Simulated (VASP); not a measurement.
Here is a VASP 6.6.1 calculation.

The input INCAR:

```
SYSTEM = CsCu4
PREC = Accurate
ENCUT = 520
EDIFF = 1E-6
ISMEAR = 0
SIGMA = 0.1
LREAL = .False.
LASPH = .True.
NELM = 100
ALGO = Fast
ISIF = 2
LWAVE = .False.
LCHARG = .True.
GGA = PE
LELF = .True.
LVHAR = .True.
NBANDS = 34
```

KPOINTS

```
regular mesh
0
Gamma
  4 4 4
  0 0 0
```

The input POSCAR:

```
CsCu4
1.0
    5.4722479358      0.0000000000      0.0000000000
    0.0000000000      5.4722479358      0.0000000000
    0.0000000000      0.0000000000      5.4722479358
Cs Cu
1 4
Direct
    0.5000000000      0.5000000000      0.5000000000
    0.0000000000      0.5000000000      0.5000000000
    0.5000000000      0.5000000000      0.0000000000
    0.5000000000      0.0000000000      0.5000000000
    0.0000000000      0.0000000000      0.0000000000
```

Potentials or basis: VASP PAW PBE potentials, release 64 (Cs_sv, Cu).

Command:

```console
$ cat potpaw_PBE.64/Cs_sv/POTCAR potpaw_PBE.64/Cu/POTCAR > POTCAR
$ mpirun -np 1 vasp_std > vasp.out
```

(1) What does it give for the pressure?

(2) Predict the band gap on the k mesh.

## Answers

(1) 0.2 GPa.

(2) zero (an odd number of electrons rules out a gap without spin polarisation).

Caveat: spin-orbit coupling is left out, which moves the levels of the heavy elements.
